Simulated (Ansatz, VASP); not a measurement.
**One calculation of Li, two programs**

```
Li
1.0
     0.00000   -2.09548   -2.09548
     0.00000    2.09548   -2.09548
     4.19096    0.00000    0.00000
Li
2
Direct
  0.65214 0.50000 0.50000
  0.84786 0.00000 0.00000
```

Change from the starting cell: mode 4 frozen in at -0.319 Å and mode 5 at -0.319 Å (largest displacements).

Alike in both runs: task single point; functional PBEsol; dispersion D3(BJ); k mesh 16 × 16 × 10; occupations gaussian, width 0.15 eV; no spin polarisation.

```csv
,VASP,Ansatz
version,VASP 6.6.1,Ansatz 0.2.0
potentials or method,"VASP PAW PBE potentials, release 64 (Li_sv), cutoff 520 eV","scalar-relativistic, plane waves, PAW"
valence electrons in the cell,6,6
```

|  | VASP | Ansatz | Ansatz less VASP |
| --- | --- | --- | --- |
| gap on the k mesh at the Fermi level (eV) | none | none | - |
| rms of the force components (eV/Å) | 0.213 | 0.213 | -0.0005 |

VASP's potentials were made for PBE, not for PBEsol. Atom by atom the forces differ by 0.000 eV/Å (rms over components). A gap of «none» marks a metal or a gap that the smearing closes.

Noted on VASP's run: the cutoff is short for stress, so the pressure is rough.
